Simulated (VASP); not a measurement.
# BN (P6_3/mmc) in VASP: further runs, part 2 of 2

VASP 6.6.1. The steps go on from the part before.

### Step 6. Single point, PBE (volume changed by +10%)

Input file INCAR:

```
SYSTEM = BN
PREC     = Accurate       ! precision mode
ENCUT    = 520            ! plane-wave cutoff, eV
EDIFF    = 1E-6           ! SCF threshold, eV
ISMEAR   = 0              ! smearing method
SIGMA    = 0.01           ! smearing width, eV
LREAL    = .False.        ! projectors in reciprocal space
LASPH    = .True.         ! aspherical terms in the spheres
NELM     = 80             ! most SCF steps
ALGO     = Normal         ! electronic algorithm
ISIF     = 2              ! what is computed and relaxed
LWAVE    = .False.        ! write WAVECAR
LCHARG   = .True.         ! write CHGCAR
GGA      = PE             ! functional
LELF     = .True.         ! ELF
LVHAR    = .True.       
NBANDS   = 16             ! bands
```

Input file KPOINTS:

```
Automatic mesh
0
Gamma
  6 6 2
  0 0 0
```

Input file POSCAR:

```
BN
1.0
    2.5813018263      0.0000000000      0.0000000000
   -1.2906509132      2.2354729564      0.0000000000
    0.0000000000      0.0000000000      6.7342218042
B N
2 2
Direct
    0.3333333333      0.6666666667      0.2500000000
    0.6666666667      0.3333333333      0.7500000000
    0.3333333333      0.6666666667      0.7500000000
    0.6666666667      0.3333333333      0.2500000000
```

Potentials or basis: VASP PAW PBE potentials, release 64 (B, N).

Started as:

```bash
cat potpaw_PBE.64/B/POTCAR potpaw_PBE.64/N/POTCAR > POTCAR
mpirun -np 1 vasp_std > vasp.out
```

OUTCAR:

```text
SYSTEM = BN
   PREC = Accurate
   ENCUT = 520
   EDIFF = 1E-6
   ISMEAR = 0
   LREAL = .False.
   LASPH = .True.
   NELM = 80
   ISIF = 2
   GGA = PE

 ion  position               nearest neighbor table
   1  0.333  0.667  0.250-   4 1.49   4 1.49   4 1.49
   2  0.667  0.333  0.750-   3 1.49   3 1.49   3 1.49
   3  0.333  0.667  0.750-   2 1.49   2 1.49   2 1.49
   4  0.667  0.333  0.250-   1 1.49   1 1.49   1 1.49

  LATTYP: Found a hexagonal cell.
 ALAT       =     2.5813018263
 C/A-ratio  =     2.6088471079

  Lattice vectors:

 A1 = (   2.5813018263,   0.0000000000,   0.0000000000)
 A2 = (  -1.2906509132,   2.2354729564,   0.0000000000)
 A3 = (   0.0000000000,   0.0000000000,   6.7342218042)

Analysis of symmetry for initial positions (statically):
=====================================================================
 Subroutine PRICEL returns:
 Original cell was already a primitive cell.

 Routine SETGRP: Setting up the symmetry group for a
 hexagonal supercell.

 Subroutine GETGRP returns: Found 24 space group operations
 (whereof 12 operations were pure point group operations)
[... 162 lines left out ...]
 val. band max:        1.7856669243   @ k =   0.3333   0.3333   0.5000
 cond. band min:       5.9256958103   @ k =   0.5000   0.0000   0.0000
 fundamental gap:      4.1400288860
 Fermi energy:         1.9066341671

 k-point     1 :       0.0000    0.0000    0.0000
  band No.  band energies     occupation
      1     -15.4702      2.00000
      2     -15.1980      2.00000
      3      -3.9363      2.00000
      4      -1.8932      2.00000
      5       0.3596      2.00000
      6       0.3596      2.00000
[... 243 lines left out ...]
      3      -5.6042      2.00000
      4      -5.6042      2.00000
      5      -5.2515      2.00000
      6      -5.2515      2.00000
[... 8 lines left out ...]
     15      18.2772      0.00000
     16      18.2772      0.00000

------------------------ aborting loop because EDIFF is reached ----------------------------------------

  FORCE on cell =-STRESS in cart. coord.  units (eV):
  Direction    XX          YY          ZZ          XY          YZ          ZX
  --------------------------------------------------------------------------------------
  -------------------------------------------------------------------------------------
  Total       -6.0841685     -6.0841685      0.5363215      0.0000000     -0.0000000      0.0000000
  in kB     -250.8512053   -250.8512053     22.1126163      0.0000000     -0.0000000      0.0000000
  external PRESSURE =    -159.8632647 kB  Pullay stress =       0.0000000 kB

 VOLUME and BASIS-vectors are now :
 -----------------------------------------------------------------------------
  energy-cutoff  :      520.00
  volume of cell :       38.86
      direct lattice vectors                 reciprocal lattice vectors
     2.581301826  0.000000000  0.000000000     0.387401423  0.223666316  0.000000000
    -1.290650913  2.235472956  0.000000000     0.000000000  0.447332631  0.000000000
     0.000000000  0.000000000  6.734221804     0.000000000  0.000000000  0.148495257

 POSITION                                       TOTAL-FORCE (eV/Angst)
 -----------------------------------------------------------------------------------
     -0.00000      1.49032      1.68356        -0.000000      0.000000      0.000000
      1.29065      0.74516      5.05067         0.000000     -0.000000      0.000000
     -0.00000      1.49032      5.05067         0.000000      0.000000      0.000000
      1.29065      0.74516      1.68356         0.000000     -0.000000      0.000000
 -----------------------------------------------------------------------------------
    total drift:                               -0.000000      0.000000     -0.000000

  FREE ENERGIE OF THE ION-ELECTRON SYSTEM (eV)
  ---------------------------------------------------
  free  energy   TOTEN  =       -34.9973650125 eV

  energy  without entropy=      -34.9973650125  energy(sigma->0) =      -34.99736501
```

stdout:

```text
POSCAR found type information on POSCAR B N
 POSCAR found :  2 types and       4 ions
 scaLAPACK will be used
 LDA part: xc-table for (Slater+PW92), standard interpolation
 POSCAR, INCAR and KPOINTS ok, starting setup
 FFT: planning ... GRIDC
 FFT: planning ... GRID_SOFT
 FFT: planning ... GRID
 WAVECAR not read
 entering main loop
```

Run time: 11 s. Hardware: 1 thread of Intel Xeon Platinum 8259CL at 2.50GHz (Skylake/Cascade Lake), shared host; peak memory 0.14 GiB.

Results:

| Property | Result |
| --- | --- |
| Free energy | -34.9974 eV |
| Pressure | -16.0 GPa |
| Band gap on the k mesh | 4.14 eV, indirect (least direct gap 4.41 eV) |

Caveat: the k points lie up to 0.47 Å⁻¹ apart; this functional lacks dispersion, which binds the layers, so the pressure and a relaxed spacing across them are unreliable.

### Step 7. Summary

| cell | gap on the mesh (eV) | pressure (GPa) |
| --- | --- | --- |
| a = 2.414, b = 2.414, c = 6.299 Å, angles 90.0, 90.0, 120.0°, 4 atoms | 4.37 | 37.3 |
| a = 2.501, b = 2.501, c = 6.524 Å, angles 90.0, 90.0, 120.0°, 4 atoms | 4.26 | 4.7 |
| a = 2.458, b = 2.458, c = 6.413 Å, angles 90.0, 90.0, 120.0°, 4 atoms | 4.31 | 19.2 |
| a = 2.542, b = 2.542, c = 6.631 Å, angles 90.0, 90.0, 120.0°, 4 atoms | 4.20 | -6.8 |
| a = 2.581, b = 2.581, c = 6.734 Å, angles 90.0, 90.0, 120.0°, 4 atoms | 4.14 | -16.0 |

Alike in all rows: task single point; level PBE; potentials or basis VASP PAW PBE potentials, release 64 (B, N); no spin polarisation; k mesh 6 × 6 × 2; cutoff (eV) 520; smearing gaussian 0.01 eV.

Caveats: all runs use coarse meshes; this functional lacks dispersion, which binds the layers, so the pressure and a relaxed spacing across them are unreliable (some runs).

Total energies depend on the potentials used, so only differences within one code and one set of settings carry meaning.
